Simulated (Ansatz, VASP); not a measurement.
## Pb in VASP and in Ansatz

File INCAR:

```
SYSTEM = Pb
ALGO = Normal
EDIFF = 1E-8
ENCUT = 520
GGA = PS
ISIF = 2
ISMEAR = -1
LASPH = .True.
LCHARG = .False.
LEFG = .True.
LREAL = .False.
LWAVE = .False.
NBANDS = 21
NELM = 80
PREC = Accurate
SIGMA = 0.05
```

The input KPOINTS:

```
k-points
0
Gamma
  12 12 7
  0 0 0
```

File POSCAR:

```
Pb
1.0
    3.4800006906      0.0000000000      0.0000000000
   -1.7400003453      3.0137690032      0.0000000000
    0.0000000000      0.0000000000      5.4782000000
Pb
2
Direct
    0.3333333333      0.6666666667      0.2500000000
    0.6666666667      0.3333333333      0.7500000000
```

Input for Ansatz:

```yaml
crystal:
  lattice:
    - [3.4800006906, 0.0, 0.0]
    - [-1.7400003453, 3.0137690032, 0.0]
    - [0.0, 0.0, 5.4782]
  atoms:
    - { symbol: Pb, position: [0.3333333333, 0.6666666667, 0.25] }
    - { symbol: Pb, position: [0.6666666667, 0.3333333333, 0.75] }
kpoints:
  mp_grid: { grid: [12, 12, 7] }
scf:
  occupations: { method: fermi_dirac, width: 0.05 }
hamiltonian:
  xc: pbesol
  pseudopotentials: { kind: all_electron, datasets: crystal }
output:
  forces: true
  stress: true
  eigenvalues: true
  efg: { contact_densities: true }
```

Change from the starting cell: zz strain of -2 %, crystal datasets.

Alike in both runs: task electric field gradients; functional PBEsol; k mesh 12 × 12 × 7; occupations fermi-dirac, width 0.05 eV; no spin polarisation.

|  | VASP | Ansatz |
| --- | --- | --- |
| version | VASP 6.6.1 | Ansatz 0.2.0 |
| potentials or method | VASP PAW PBE potentials, release 64 (Pb_d), cutoff 520 eV | all-electron PAW with datasets made for the crystal, scalar-relativistic |

```tsv
	VASP	Ansatz	Ansatz less VASP
pressure (GPa)	1.8	1.9	+0.09
traceless stress, the component that is largest in VASP (GPa)	0.47	0.46	-0.010
size of Vzz on the site where it differs most (V/Å²)	17.9	16.2	-1.67
```

VASP's potentials were made for PBE, not for PBEsol. Ansatz ran all-electron here, and VASP with PAW potentials.

Neither program's run includes spin-orbit coupling.
